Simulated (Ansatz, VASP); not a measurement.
**Sr in VASP and in Ansatz**

```
Sr
1.0
     2.13218   -3.69305    0.00000
    -6.39654   -3.69305    0.00000
     0.00000    0.00000  -13.97677
Sr
8
Direct
  0.50000 0.50000 0.00000
  0.00000 0.00000 0.00000
  0.50000 0.83333 0.75000
  0.00000 0.33333 0.75000
  0.50000 0.50000 0.50000
  0.00000 0.00000 0.50000
  0.00000 0.66667 0.25000
  0.50000 0.16667 0.25000
```

Alike in both runs: task single point; functional PBE; k mesh 6 × 4 × 2; occupations gaussian, width 0.2 eV; no spin polarisation.

|  | VASP | Ansatz |
| --- | --- | --- |
| version | VASP 6.6.1 | Ansatz 0.2.0 |
| potentials or method | VASP PAW PBE potentials, release 64 (Sr_sv), cutoff 520 eV | scalar-relativistic, plane waves, PAW |
| valence electrons in the cell | 80 | 80 |

```tsv
	VASP	Ansatz	Ansatz less VASP
gap on the k mesh at the Fermi level (eV)	none	none	-
pressure (GPa)	0.0	0.0	0.00
```

A gap of «none» marks a metal or a gap that the smearing closes.
